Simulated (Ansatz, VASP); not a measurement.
**SrTiO3 in VASP and in Ansatz**

```
Sr Ti O
1.0
     3.87879    0.00000    0.00000
     0.00000    3.87879    0.00000
     0.00000    0.00000    3.87879
Sr Ti O
1 1 3
Cartesian
  0.0000 0.0000 0.0000
  1.9394 1.9394 1.9394
  0.0000 1.9394 1.9394
  1.9394 0.0000 1.9394
  1.9394 1.9394 0.0000
```

Change from the starting cell: volume scaled by 0.98, ions relaxed.

Alike in both runs: task relaxation of the atoms; functional PBE; k mesh 8 × 8 × 8; occupations fermi-dirac, width 0.02 eV; no spin polarisation.

```csv
,VASP,Ansatz
version,VASP 6.6.1,Ansatz 0.2.0
potentials or method,"VASP PAW PBE potentials, release 64 (Sr_sv, Ti_sv, O)","plane-wave PAW, scalar-relativistic"
plane-wave cutoff (eV),520,420
valence electrons in the cell,40,40
```

Ansatz gave:

| Quantity | Value |
| --- | --- |
| gap on the k mesh at the Fermi level, each at its own relaxed structure (eV) | 1.93 |

**Question.** What did VASP give for the same quantities?

**Answer.** gap on the k mesh at the Fermi level, each at its own relaxed structure (eV): 1.89.

Ansatz's warnings: stress scf threshold loose.

Noted on VASP's run: the relaxation stopped at its first step, so nothing moved.
